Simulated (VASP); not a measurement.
# PbS (Fm-3m) in VASP: a series of runs

The runs below take PbS through single point, with r2SCAN.

All numbers are computed with VASP 6.6.1; they aren't measurements. Logs are shortened: lines on timing, memory, paths and dates and some standing lists are left out, and cuts for length are marked.

### 1 The cell of the first run

It takes space group Fm-3m (No. 225, cubic). Conventional cell: a = 5.735 Å, b = 5.735 Å, c = 5.735 Å, α = 90.00°, β = 90.00°, γ = 90.00°. Within 3.8 Å of Pb (site symmetry m-3m) lie 6 S at 2.87 Å. S (site symmetry m-3m) has 6 Pb at 2.87 Å within 3.8 Å.

### 2 Single point, r2SCAN, non-collinear spin, zero start, spin-orbit coupling (strain -4.0%)

The input, POSCAR:

```
PbS
1.0
    0.0000000000      2.8677433692      2.8677433692
    2.8677433692      0.0000000000      2.8677433692
    2.8677433692      2.8677433692      0.0000000000
Pb S
1 1
Direct
    0.0000000000      0.0000000000      0.0000000000
    0.5000000000      0.5000000000      0.5000000000
```

The input, INCAR.step1:

```
SYSTEM = PbS
  PREC = Accurate
  ENCUT = 520
  ISMEAR = -1
  SIGMA = 0.02
  LREAL = .FALSE.
  LASPH = .TRUE.
  NELM = 150
  MAGMOM = 0 0 0 0 0 0
  LSORBIT = .TRUE.
  GGA_COMPAT = .FALSE.
  NBANDS = 32
  GGA = PE
  ALGO = Normal
  EDIFF = 1E-4
  LWAVE = .TRUE.
  LCHARG = .FALSE.
```

The input, INCAR.step2:

```
SYSTEM = PbS
  PREC = Accurate
  ENCUT = 520
  EDIFF = 1E-7
  ISMEAR = -1
  SIGMA = 0.02
  LREAL = .FALSE.
  LASPH = .TRUE.
  NELM = 150
  ALGO = Normal
  ISIF = 2
  LWAVE = .FALSE.
  LCHARG = .FALSE.
  MAGMOM = 0 0 0 0 0 0
  LORBIT = 11
  LSORBIT = .TRUE.
  GGA_COMPAT = .FALSE.
  LORBMOM = .TRUE.
  METAGGA = R2SCAN
  LMIXTAU = .TRUE.
  NBANDS = 32
  ISTART = 1
```

The input, KPOINTS:

```
Automatic mesh
0
G
  8 8 8
  0 0 0
```

Potentials or basis: VASP PAW PBE potentials, release 64 (Pb_d, S).

On the command line:

```
cat potpaw_PBE.64/Pb_d/POTCAR potpaw_PBE.64/S/POTCAR > POTCAR
cp INCAR.step1 INCAR
mpirun -np 1 vasp_ncl > vasp.out
cp INCAR.step2 INCAR
mpirun -np 1 vasp_ncl > vasp.out
```

OUTCAR:

```text
SYSTEM = PbS
   PREC = Accurate
   ENCUT = 520
   EDIFF = 1E-7
   ISMEAR = -1
   LREAL = .FALSE.
   LASPH = .TRUE.
   NELM = 150
   ISIF = 2
   LORBIT = 11
   LSORBIT = .TRUE.
   METAGGA = R2SCAN
   ISTART = 1

 ion  position               nearest neighbor table
   1  0.000  0.000  0.000-   2 2.87   2 2.87   2 2.87   2 2.87   2 2.87   2 2.87
   2  0.500  0.500  0.500-   1 2.87   1 2.87   1 2.87   1 2.87   1 2.87   1 2.87

  LATTYP: Found a face centered cubic cell.
 ALAT       =     5.7354867384

  Lattice vectors:

 A1 = (   0.0000000000,   2.8677433692,   2.8677433692)
 A2 = (   2.8677433692,   0.0000000000,   2.8677433692)
 A3 = (   2.8677433692,   2.8677433692,   0.0000000000)

Analysis of symmetry for initial positions (statically):
=====================================================================
 Subroutine PRICEL returns:
 Original cell was already a primitive cell.

 Routine SETGRP: Setting up the symmetry group for a
 face centered cubic supercell.

 Subroutine GETGRP returns: Found 48 space group operations
 (whereof 48 operations were pure point group operations)
 out of a pool of 48 trial point group operations.

The static configuration has the point symmetry O_h .

Analysis of symmetry for dynamics (positions and initial velocities):
=====================================================================
 Subroutine PRICEL returns:
 Original cell was already a primitive cell.

 Routine SETGRP: Setting up the symmetry group for a
 face centered cubic supercell.

 Subroutine GETGRP returns: Found 48 space group operations
 (whereof 48 operations were pure point group operations)
 out of a pool of 48 trial point group operations.

The dynamic configuration has the point symmetry O_h .

Analysis of structural, dynamic, and magnetic symmetry:
=====================================================================
 Subroutine PRICEL returns:
 Original cell was already a primitive cell.

 Routine SETGRP: Setting up the symmetry group for a
 face centered cubic supercell.

 Subroutine GETGRP returns: Found 48 space group operations
 (whereof 48 operations were pure point group operations)
 out of a pool of 48 trial point group operations.

The overall configuration has the point symmetry O_h .

 Subroutine INISYM returns: Found 48 space group operations
 (whereof 48 operations are pure point group operations),
 and found     1 'primitive' translations

----------------------------------------------------------------------------------------

                                     Primitive cell

  volume of cell :      47.1684

  direct lattice vectors                    reciprocal lattice vectors
     0.000000000  2.867743369  2.867743369    -0.174353119  0.174353119  0.174353119
     2.867743369  0.000000000  2.867743369     0.174353119 -0.174353119  0.174353119
     2.867743369  2.867743369  0.000000000     0.174353119  0.174353119 -0.174353119

  length of vectors
     4.055601566  4.055601566  4.055601566     0.301988460  0.301988460  0.301988460

  position of ions in fractional coordinates (direct lattice)
     0.000000000  0.000000000  0.000000000
     0.500000000  0.500000000  0.500000000

  ion indices of the primitive-cell ions
   primitive index   ion index
                 1           1
                 2           2

----------------------------------------------------------------------------------------

 KPOINTS: Automatic mesh

Automatic generation of k-mesh.
 Grid dimensions read from file:
 generate k-points for:    8    8    8

 Generating k-lattice:

  Cartesian coordinates                     Fractional coordinates (reciprocal lattice)
    -0.021794140  0.021794140  0.021794140     0.125000000  0.000000000  0.000000000
     0.021794140 -0.021794140  0.021794140     0.000000000  0.125000000  0.000000000
     0.021794140  0.021794140 -0.021794140     0.000000000  0.000000000  0.125000000

  Length of vectors
     0.037748558  0.037748558  0.037748558

  Shift w.r.t. Gamma in fractional coordinates (k-lattice)
     0.000000000  0.000000000  0.000000000
[... 94 lines left out ...]
  ---------------------------------------------------
  ext. energy  EPLUGINS =         0.00000000
  ---------------------------------------------------
  free energy    TOTEN  =       -65.82258505 eV

  energy without entropy =      -65.82256138  energy(sigma->0) =      -65.82257322

 E-fermi :   7.1773     XC(G=0): -10.7845

 val. band max:        7.0758325754   @ k =   0.5000   0.0000   0.0000
 cond. band min:       7.2786826042   @ k =   0.5000   0.0000   0.0000
 fundamental gap:      0.2028500288
 Fermi energy:         7.1772575828

 k-point     1 :       0.0000    0.0000    0.0000
  band No.  band energies     occupation
      1     -12.0291      1.00000
      2     -12.0291      1.00000
      3     -12.0291      1.00000
      4     -12.0291      1.00000
      5      -9.4795      1.00000
      6      -9.4795      1.00000
[... 829 lines left out ...]
     31      18.5198      0.00000
     32      18.5198      0.00000

 [... further k-points ...]

------------------------ aborting loop because EDIFF is reached ----------------------------------------

  FORCE on cell =-STRESS in cart. coord.  units (eV):
  Direction    XX          YY          ZZ          XY          YZ          ZX
  --------------------------------------------------------------------------------------
  -------------------------------------------------------------------------------------
  Total        2.4926532      2.4926532      2.4926532      0.0000000      0.0000000      0.0000000
  in kB       84.6684463     84.6684463     84.6684463      0.0000000      0.0000000      0.0000000
  external PRESSURE =      84.6684463 kB  Pullay stress =       0.0000000 kB

 VOLUME and BASIS-vectors are now :
 -----------------------------------------------------------------------------
  energy-cutoff  :      520.00
  volume of cell :       47.17
      direct lattice vectors                 reciprocal lattice vectors
     0.000000000  2.867743369  2.867743369    -0.174353119  0.174353119  0.174353119
     2.867743369  0.000000000  2.867743369     0.174353119 -0.174353119  0.174353119
     2.867743369  2.867743369  0.000000000     0.174353119  0.174353119 -0.174353119

 POSITION                                       TOTAL-FORCE (eV/Angst)
 -----------------------------------------------------------------------------------
      0.00000      0.00000      0.00000         0.000000     -0.000000      0.000000
      2.86774      2.86774      2.86774        -0.000000      0.000000     -0.000000
 -----------------------------------------------------------------------------------
    total drift:                               -0.000000      0.000000      0.000000

  FREE ENERGIE OF THE ION-ELECTRON SYSTEM (eV)
  ---------------------------------------------------
  free  energy   TOTEN  =       -65.8225850534 eV

  energy  without entropy=      -65.8225613806  energy(sigma->0) =      -65.82257322

 orbital moment (x)

 # of ion     p       d       tot
 ----------------------------------------
  1         0.000  -0.000  -0.000
  2         0.000   0.000   0.000
 ----------------------------------------
            0.000  -0.000  -0.000

 orbital moment (y)

 # of ion     p       d       tot
 ----------------------------------------
  1         0.000   0.000   0.000
  2         0.000   0.000   0.000
 ----------------------------------------
            0.000   0.000   0.000

 orbital moment (z)

 # of ion     p       d       tot
 ----------------------------------------
  1         0.000   0.000   0.000
  2         0.000   0.000   0.000
 ----------------------------------------
            0.000   0.000   0.000

 Spin-Orbit-Coupling matrix elements

 Ion:    1  E_soc:     -0.7760824
 l=   1
     0.0000000    -0.0644891    -0.0644891
    -0.0644891     0.0000000    -0.0644891
    -0.0644891    -0.0644891     0.0000000
 l=   2
     0.0000000    -0.0131033     0.0000000    -0.0131033    -0.0517547
    -0.0131033     0.0000000    -0.0388160    -0.0131033    -0.0129387
     0.0000000    -0.0388160     0.0000000    -0.0388160     0.0000000
    -0.0131033    -0.0131033    -0.0388160     0.0000000    -0.0129387
    -0.0517547    -0.0129387     0.0000000    -0.0129387     0.0000000
 l=   3
     0.0000000     0.0000000     0.0000000     0.0000000     0.0000000     0.0000000     0.0000000
     0.0000000     0.0000000     0.0000000     0.0000000     0.0000000     0.0000000     0.0000000
     0.0000000     0.0000000     0.0000000     0.0000000     0.0000000     0.0000000     0.0000000
     0.0000000     0.0000000     0.0000000     0.0000000     0.0000000     0.0000000     0.0000000
     0.0000000     0.0000000     0.0000000     0.0000000     0.0000000     0.0000000     0.0000000
     0.0000000     0.0000000     0.0000000     0.0000000     0.0000000     0.0000000     0.0000000
     0.0000000     0.0000000     0.0000000     0.0000000     0.0000000     0.0000000     0.0000000

 Ion:    2  E_soc:     -0.0037250
 l=   1
     0.0000000    -0.0006208    -0.0006208
    -0.0006208     0.0000000    -0.0006208
    -0.0006208    -0.0006208     0.0000000
 l=   2
     0.0000000     0.0000000     0.0000000     0.0000000     0.0000000
     0.0000000     0.0000000     0.0000000     0.0000000     0.0000000
     0.0000000     0.0000000     0.0000000     0.0000000     0.0000000
     0.0000000     0.0000000     0.0000000     0.0000000     0.0000000
     0.0000000     0.0000000     0.0000000     0.0000000     0.0000000
 l=   3
     0.0000000     0.0000000     0.0000000     0.0000000     0.0000000     0.0000000     0.0000000
     0.0000000     0.0000000     0.0000000     0.0000000     0.0000000     0.0000000     0.0000000
     0.0000000     0.0000000     0.0000000     0.0000000     0.0000000     0.0000000     0.0000000
     0.0000000     0.0000000     0.0000000     0.0000000     0.0000000     0.0000000     0.0000000
     0.0000000     0.0000000     0.0000000     0.0000000     0.0000000     0.0000000     0.0000000
     0.0000000     0.0000000     0.0000000     0.0000000     0.0000000     0.0000000     0.0000000
     0.0000000     0.0000000     0.0000000     0.0000000     0.0000000     0.0000000     0.0000000

 total charge

# of ion       s       p       d       tot
------------------------------------------
    1        1.473   0.576   9.853  11.902
    2        1.346   2.384   0.000   3.730
--------------------------------------------------
tot          2.819   2.960   9.853  15.632

 magnetization (x)

# of ion       s       p       d       tot
------------------------------------------
    1        0.000   0.000  -0.000   0.000
    2        0.000  -0.000   0.000  -0.000
--------------------------------------------------
tot          0.000  -0.000  -0.000  -0.000

 magnetization (y)

# of ion       s       p       d       tot
------------------------------------------
    1        0.000   0.000   0.000   0.000
    2        0.000   0.000   0.000   0.000
--------------------------------------------------
tot          0.000   0.000   0.000   0.000

 magnetization (z)

# of ion       s       p       d       tot
------------------------------------------
    1        0.000   0.000   0.000   0.000
    2        0.000  -0.000   0.000  -0.000
--------------------------------------------------
tot          0.000  -0.000   0.000   0.000
```

It took 4.6 min on 1 thread of AMD EPYC 9R45 (Zen 5), shared host; peak memory 0.32 GiB.

What came out:

| Item | Value |
| --- | --- |
| Free energy | -65.8226 eV |
| Pressure | 8.5 GPa |
| Net moment | 0.00 μB per cell |
| Valence electrons inside the program's atomic spheres | Pb 11.90; S 3.73 |

Moments on the atoms (μB; x, y, z):
```
Pb  0.00 0.00 0.00
S   0.00 0.00 0.00
```

Caveat: the cell differs from its parent crystal (strain -4.0%); the cell stands under pressure; the PAW data sets were made with another functional, which shifts forces and pressure a little.

(Part 1 of 2 ends here.)
